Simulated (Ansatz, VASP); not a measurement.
## One calculation of NaF, two programs

Contents of POSCAR:

```
NaF
1.0
    0.0000000000      2.2544987451      2.2544987451
    2.2544987451      0.0000000000      2.2544987451
    2.2544987451      2.2544987451      0.0000000000
Na F
1 1
Direct
    0.0000000000      0.0000000000      0.0000000000
    0.5000000000      0.5000000000      0.5000000000
```

The input INCAR.step1:

```
SYSTEM = NaF
PREC = Accurate
ENCUT = 520
ISMEAR = 0
SIGMA = 0.05
LREAL = .False.
LASPH = .True.
NELM = 80
NBANDS = 14
GGA = PE
ALGO = Normal
EDIFF = 1E-4
LWAVE = .True.
LCHARG = .False.
```

File INCAR.step2:

```
SYSTEM = NaF
PREC = Accurate
ENCUT = 520
EDIFF = 1E-6
ISMEAR = 0
SIGMA = 0.05
LREAL = .False.
LASPH = .True.
NELM = 80
ALGO = Normal
ISIF = 2
LWAVE = .False.
LCHARG = .False.
METAGGA = R2SCAN
LMIXTAU = .True.
LUSE_VDW = .True.
IVDW_NL = 2
BPARAM = 11.95
CPARAM = 0.0093
NBANDS = 14
ISTART = 1
```

File KPOINTS:

```
regular mesh
0
Gamma
  8 8 8
  0 0 0
```

Input for Ansatz:

```yaml
crystal:
  lattice:
    - [0.0, 2.2544987451, 2.2544987451]
    - [2.2544987451, 0.0, 2.2544987451]
    - [2.2544987451, 2.2544987451, 0.0]
  atoms:
    - { symbol: Na, position: [0.0, 0.0, 0.0] }
    - { symbol: F, position: [0.5, 0.5, 0.5] }
basis:
  ecutwfc: 500
  ecutrho_ratio: 4
kpoints:
  mp_grid: { grid: [8, 8, 8] }
hamiltonian:
  xc: r2scan
  dispersion: rvv10
scf:
  occupations: { method: gaussian, width: 0.05 }
output:
  forces: true
  stress: true
  eigenvalues: true
```

Alike in both runs: task single point; functional r2SCAN; dispersion rVV10; k mesh 8 × 8 × 8; occupations gaussian, width 0.05 eV; no spin polarisation.

|  | VASP | Ansatz |
| --- | --- | --- |
| version | VASP 6.6.1 | Ansatz 0.2.0 |
| potentials or method | VASP PAW PBE potentials, release 64 (Na_pv, F), cutoff 520 eV | scalar-relativistic, plane waves, PAW |
| valence electrons in the cell | 14 | 16 |

VASP gave:

- gap on the k mesh at the Fermi level (eV): 7.58
- least direct gap on the mesh (eV): 7.58
- pressure (GPa): 1.8

Question: What did Ansatz give for the same quantities?

Answer: gap on the k mesh at the Fermi level (eV): 7.54; least direct gap on the mesh (eV): 7.54; pressure (GPa): 2.6.

VASP's potentials were made for PBE, not for r2SCAN. VASP's potentials hold 14 valence electrons a cell and Ansatz's 16, so a difference there can come from the potentials and not from the codes.
